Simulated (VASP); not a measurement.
# Na2Sc: single point with PBE

Crystal: Na2Sc.

```
Na Sc
1.0
     3.37309    0.00000    0.00000
    -1.68654    2.92118    0.00000
     0.00000    0.00000    5.63005
Na Sc
2 1
Direct
  0.33333 0.66667 0.25000
  0.66667 0.33333 0.75000
  0.00000 0.00000 0.00000
```

```
Program                : VASP 6.6.1
Task                   : single point
Functional             : PBE
Potentials or basis    : VASP PAW PBE potentials, release 64 (Na_pv, Sc_sv)
Cutoff                 : 520 eV
k mesh                 : 8 × 8 × 4
Occupations            : fermi-dirac, width 0.1 eV
Spin                   : no spin polarisation
Dipole correction      : no
Further INCAR settings : ALGO = Normal; EDIFF = 1e-06; NBANDS = 20
```

| Item | Value |
| --- | --- |
| Pressure | 29.7 GPa |
| Largest force | 4.001 eV/Å |
| Band gap on the k mesh | zero (an odd number of electrons rules out a gap without spin polarisation) |

Forces in eV/Å, atoms in the order of the input:
```
Na   0.000  0.000  4.001
Na   0.000  0.000 -4.001
Sc   0.000  0.000  0.000
```

Stress tensor (GPa, compression positive):
```
28.90  0.00  0.00
 0.00 28.90  0.00
 0.00  0.00 31.44
```

Levels at points of the mesh, in eV from the Fermi level:
```csv
k point,band 10,band 11,band 12,band 13,band 14,band 15
"(0.00, 0.00, 0.00)",-25.13,-4.85,-1.64,0.24,0.88,0.88
"(0.50, 0.00, 0.00)",-25.10,-1.75,-0.28,-0.28,0.13,1.70
"(0.00, 0.00, 0.50)",-25.15,-4.07,-2.98,-0.17,0.88,0.88
"(0.50, 0.00, 0.50)",-25.10,-1.67,-0.36,0.30,0.77,1.18
```

Run time: 19 s on 1 thread of Intel(R) Xeon(R) 6975P-C (Granite Rapids), on a shared host, peak memory 0.19 GiB.

Caveat: the cell stands under pressure; forces of over 1 eV/Å act on the atoms, so gaps and moduli don't describe the material at rest.
